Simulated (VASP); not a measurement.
Here is a VASP 6.6.1 calculation.

Contents of INCAR:

```
SYSTEM = GaP
PREC = Accurate ; ENCUT = 520
EDIFF = 1E-8 ; ISMEAR = -1
SIGMA = 0.03 ; LREAL = .FALSE.
LASPH = .TRUE. ; NELM = 80
ALGO = Normal ; ISIF = 2
LWAVE = .FALSE. ; LCHARG = .FALSE.
GGA = PE ; LEFG = .TRUE.
NBANDS = 16
```

File KPOINTS:

```
Automatic mesh
0
G
  13 13 13
  0 0 0
```

The input POSCAR:

```
GaP
1.0
    0.0000000000      2.7251991465      2.7251991465
    2.7251991465      0.0000000000      2.7251991465
    2.7251991465      2.7251991465      0.0000000000
Ga P
1 1
Direct
    0.0000000000      0.0000000000      0.0000000000
    0.2500000000      0.2500000000      0.2500000000
```

Potentials or basis: VASP PAW PBE potentials, release 64 (Ga_d, P).

Run with:

```console
$ cat potpaw_PBE.64/Ga_d/POTCAR potpaw_PBE.64/P/POTCAR > POTCAR
$ mpirun -np 1 vasp_std > vasp.out
```

Estimate the pressure.

2.5 GPa.

Predict the band gap on the k mesh.

1.62 eV, indirect (least direct gap 1.83 eV).

Caveat: without QUAD_EFG the Cq values of the log hold for a quadrupole moment of 1 mb, not for the nuclei. A k mesh can miss the band edges.
